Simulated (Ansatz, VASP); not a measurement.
# Ag in VASP and in Ansatz

```xyz
1
Lattice="0.0000 1.8797 1.9614 1.8797 0.0000 1.9614 1.8797 1.8797 0.0000" Properties=species:S:1:pos:R:3 pbc="T T T"
Ag    0.0000    0.0000    0.0000
```

Change from the starting cell: strain -0.080 along x and y, -0.040 along z, atoms carried along.

Alike in both runs: task single point; functional PBE; k mesh 20 × 20 × 20; occupations gaussian, width 0.15 eV; no spin polarisation.

|  | VASP | Ansatz |
| --- | --- | --- |
| version | VASP 6.6.1 | Ansatz 0.2.0 |
| potentials or method | VASP PAW PBE potentials, release 64 (Ag), cutoff 520 eV | scalar-relativistic, plane waves, PAW |
| valence electrons in the cell | 11 | 19 |

```csv
,VASP,Ansatz,Ansatz less VASP
gap on the k mesh at the Fermi level (eV),none,none,-
pressure (GPa),47.0,47.6,+0.58
"traceless stress, the component that is largest in VASP (GPa)",-2.59,-2.62,-0.029
```

A gap of «none» marks a metal or a gap that the smearing closes. Both programs put the cell under a high pressure, so it lies far from rest at this level. VASP's potentials hold 11 valence electrons a cell and Ansatz's 19, so a difference there can come from the potentials and not from the codes.
